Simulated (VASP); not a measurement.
SnTe, 2 atoms in the cell. It takes space group Fm-3m (No. 225, cubic). The conventional cell has a = 6.302 Å, b = 6.302 Å, c = 6.302 Å, α = 90.00°, β = 90.00°, γ = 90.00°. Sn (site symmetry m-3m) has 6 Te at 3.15 Å within 4.1 Å. Within 4.1 Å of Te (site symmetry m-3m) lie 6 Sn at 3.15 Å. 

```yaml
Program: VASP 6.6.1
Task: single point
Functional: PBE
Dispersion: D3(BJ)
Potentials_or_basis: VASP PAW PBE potentials, release 64 (Sn_d, Te)
Cutoff: 500 eV
k_mesh: 5 × 5 × 5
Occupations: gaussian, width 0.01 eV
Spin: non-collinear spin, zero start, spin-orbit coupling
Starting_moments: "[[0.0, 0.0, 0.0], [0.0, 0.0, 0.0]] μB"
Dipole_correction: no
Further_INCAR_settings: ALGO = Normal; EDIFF = 1e-06; NBANDS = 32
```

Potentials or basis: VASP PAW PBE potentials, release 64 (Sn_d, Te).

Run with:

```console
$ cat potpaw_PBE.64/Sn_d/POTCAR potpaw_PBE.64/Te/POTCAR > POTCAR
$ mpirun -np 1 vasp_ncl > vasp.out
```

Hardware: 1 thread of Intel(R) Xeon(R) 6975P-C (Granite Rapids), with other jobs on the host.

Question: Estimate the wall time of this run.

Answer: Run time: 24 s on 1 thread of Intel(R) Xeon(R) 6975P-C (Granite Rapids), on a shared host, peak memory 0.31 GiB. Counts: scf iterations 13, k points 10.
